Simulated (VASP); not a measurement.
Runs of VASP 6.6.1 on Ga5N2. The structure is that of space group P6/mmm (No. 191), or close to it. The cells are those of the table. 

```tsv
potentials or basis	cell	k mesh	cutoff (eV)	second run	gap on the mesh (eV)	pressure (GPa)	largest force (eV/Å)
VASP PAW PBE potentials, release 64 (Ga_d, N)	a = 5.710, b = 5.710, c = 4.674 Å, angles 90.0, 90.0, 120.0°, 7 atoms	6 × 6 × 4	520	-	none	0.7	1.45
VASP PAW PBE potentials, release 64 (Ga_d, N_h)	a = 5.710, b = 5.710, c = 4.674 Å, angles 90.0, 90.0, 120.0°, 7 atoms	6 × 6 × 4	910	hard_potentials	none	0.0	0.07
VASP PAW PBE potentials, release 64 (Ga_d, N)	a = 4.560, b = 4.560, c = 5.709 Å, angles 90.0, 90.0, 120.0°, 7 atoms	6 × 6 × 4	520	-	none	(b)	(a)
VASP PAW PBE potentials, release 64 (Ga_d, N)	a = 5.730, b = 5.730, c = 4.724 Å, angles 90.0, 90.0, 120.0°, 7 atoms	12 × 12 × 8	520	-	none	0.7	1.44
```

Alike in all rows: task single point; level PBE; no spin polarisation; smearing gaussian 0.1 eV.

Task: Fill in the values left out.

Result: (a) 0.28; (b) 11.1.

Caveats: the standard files for N, O and F lose accuracy on very short bonds (some runs); forces of over 1 eV/Å act on the atoms, so gaps and moduli don't describe the material at rest (some runs); the cutoff is under 1.25 times the usual one of these potentials, so pressure, stress and relaxed cells hold a basis-set (Pulay) error (some runs).

A k mesh can miss the band edges, and the runs leave out spin-orbit coupling on Ga.

A gap of «none» marks levels without a gap at the run's occupations.
